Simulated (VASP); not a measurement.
A run of VASP 6.6.1 is set up as follows.

Contents of INCAR:

```
SYSTEM = Mo
PREC = Accurate ; ENCUT = 600
EDIFF = 1E-6 ; ISMEAR = 0
SIGMA = 0.1 ; LREAL = .False.
LASPH = .True. ; NELM = 60
ALGO = Normal ; ISIF = 3
LWAVE = .False. ; LCHARG = .False.
GGA = PE ; IBRION = 2
NSW = 70 ; EDIFFG = -0.008
PSTRESS = 20.0
```

The input KPOINTS:

```
regular mesh
0
Gamma
  18 18 18
  0 0 0
```

Contents of POSCAR:

```
Mo
1.0
   -1.5700094538      1.5700094538      1.5700094538
    1.5700094538     -1.5700094538      1.5700094538
    1.5700094538      1.5700094538     -1.5700094538
Mo
1
Direct
    0.0000000000      0.0000000000      0.0000000000
```

Potentials or basis: VASP PAW PBE potentials, release 64 (Mo_sv).

Launch:

```bash
$ cat potpaw_PBE.64/Mo_sv/POTCAR > POTCAR
$ mpirun -np 1 vasp_std > vasp.out
```

Task: Predict the band gap on the k mesh.

Result: Zero (band 7 reaches 16.49 eV, above the bottom of band 8 at 11.17 eV).

Task: Predict the relaxed volume.

Result: 15.69 Å³/atom.

Task: Predict the space group after relaxing (to 0.05 Å).

Result: Im-3m (No. 229).

Final structure:
```
CELL_PARAMETERS angstrom
-1.57714 1.57714 1.57714
1.57714 -1.57714 1.57714
1.57714 1.57714 -1.57714
ATOMIC_POSITIONS crystal
Mo 0.00000 0.00000 0.00000
```

Caveat: the cell is relaxed towards a set pressure, so the enthalpy falls and the energy may rise.
